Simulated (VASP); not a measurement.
Here is a VASP 6.6.1 calculation.

Contents of POSCAR:

```
TePb
1.0
    0.0000000000      3.2678368520      3.2678368520
    3.2024801150      0.0000000000      3.2678368520
    3.2024801150      3.2678368520      0.0000000000
Pb Te
1 1
Direct
    0.0000000000      0.0000000000      0.0000000000
    0.5000000000      0.5000000000      0.5000000000
```

The input INCAR.step1:

```
SYSTEM = TePb
  PREC = Accurate
  ENCUT = 520
  ISMEAR = 0
  SIGMA = 0.01
  LREAL = .False.
  LASPH = .True.
  NELM = 80
  NBANDS = 17
  GGA = PE
  ALGO = Normal
  EDIFF = 1E-4
  LWAVE = .True.
  LCHARG = .False.
```

INCAR.step2

```
SYSTEM = TePb
  PREC = Accurate
  ENCUT = 520
  EDIFF = 1E-6
  ISMEAR = 0
  SIGMA = 0.01
  LREAL = .False.
  LASPH = .True.
  NELM = 80
  ALGO = Normal
  ISIF = 2
  LWAVE = .False.
  LCHARG = .True.
  METAGGA = R2SCAN
  LMIXTAU = .True.
  LELF = .True.
  LVHAR = .True.
  NBANDS = 17
  ISTART = 1
```

KPOINTS

```
Automatic mesh
0
Gamma
  8 8 8
  0 0 0
```

Potentials or basis: VASP PAW PBE potentials, release 64 (Pb_d, Te).

Run with:

```sh
$ cat potpaw_PBE.64/Pb_d/POTCAR potpaw_PBE.64/Te/POTCAR > POTCAR
$ cp INCAR.step1 INCAR
$ mpirun -np 1 vasp_std > vasp.out
$ cp INCAR.step2 INCAR
$ mpirun -np 1 vasp_std > vasp.out
```

(1) Estimate the band gap on the k mesh.

(2) Predict the pressure.

Answers

(1) 1.03 eV, direct.

(2) 0.9 GPa.

Caveat: the cell differs from its parent crystal (uniaxial x strain -2.0%); the PAW data sets were made with another functional, which shifts forces and pressure a little; spin-orbit coupling is left out, which moves the levels of the heavy elements.
